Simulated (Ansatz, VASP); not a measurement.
Two plane-wave programs on Sb

Contents of POSCAR:

```
Sb
1.0
    0.0000000000      2.3712425216      2.3712425216
    2.3712425216      0.0000000000      2.3712425216
    2.3712425216      2.3712425216      0.0000000000
Sb
1
Direct
    0.0000000000      0.0000000000      0.0000000000
```

The input INCAR.step1:

```
SYSTEM = Sb
PREC = Accurate ; ENCUT = 520
EDIFF = 1E-5 ; ISMEAR = -1
SIGMA = 0.05 ; LREAL = .False.
LASPH = .True. ; NELM = 100
ALGO = Normal ; ISIF = 2
LWAVE = .True. ; NBANDS = 8
GGA = PE
```

The input INCAR.step2:

```
SYSTEM = Sb
PREC = Accurate ; ENCUT = 520
EDIFF = 1E-6 ; ISMEAR = -1
SIGMA = 0.05 ; LREAL = .False.
LASPH = .True. ; NELM = 100
ALGO = Normal ; ISIF = 2
LWAVE = .False. ; LCHARG = .True.
METAGGA = R2SCAN ; LHFCALC = .True.
AEXX = 0.35 ; LMIXTAU = .True.
PRECFOCK = Normal ; LELF = .True.
LVHAR = .True. ; NBANDS = 8
ISTART = 1
```

Contents of KPOINTS:

```
regular mesh
0
Gamma
  6 6 6
  0 0 0
```

The input input.yaml:

```yaml
crystal:
  lattice:
    - [0.0, 2.3712425216, 2.3712425216]
    - [2.3712425216, 0.0, 2.3712425216]
    - [2.3712425216, 2.3712425216, 0.0]
  atoms:
    - { symbol: Sb, position: [0.0, 0.0, 0.0] }
hamiltonian:
  xc: { exchange: r2scan, correlation: r2scan, exx: { coeff: 0.35 } }
  pseudopotentials: { kind: paw }
kpoints:
  mp_grid: { grid: [6, 6, 6] }
scf:
  occupations: { method: fermi_dirac, width: 0.05 }
output:
  forces: true
  stress: true
  eigenvalues: true
```

Alike in both runs: task single point; functional r2SCAN-based global hybrid; k mesh 6 × 6 × 6; occupations fermi-dirac, width 0.05 eV; no spin polarisation.

```csv
,VASP,Ansatz
version,VASP 6.6.1,Ansatz 0.2.0
potentials or method,"VASP PAW PBE potentials, release 64 (Sb)",Ansatz PAW
plane-wave cutoff (eV),520,500
valence electrons in the cell,5,15
```

Ansatz gave:

```
gap on the k mesh at the Fermi level (eV) : none
pressure (GPa)                            : -1.5
```

Which values does VASP return?

gap on the k mesh at the Fermi level (eV): none; pressure (GPa): -3.5.

VASP's potentials were made for PBE, not for r2SCAN-based global hybrid. A gap of «none» marks a metal or a gap that the smearing closes. VASP's potentials hold 5 valence electrons a cell and Ansatz's 15, so a difference there can come from the potentials and not from the codes.

The k mesh is coarse, so the values compare programs but aren't converged. Neither program's run includes spin-orbit coupling.
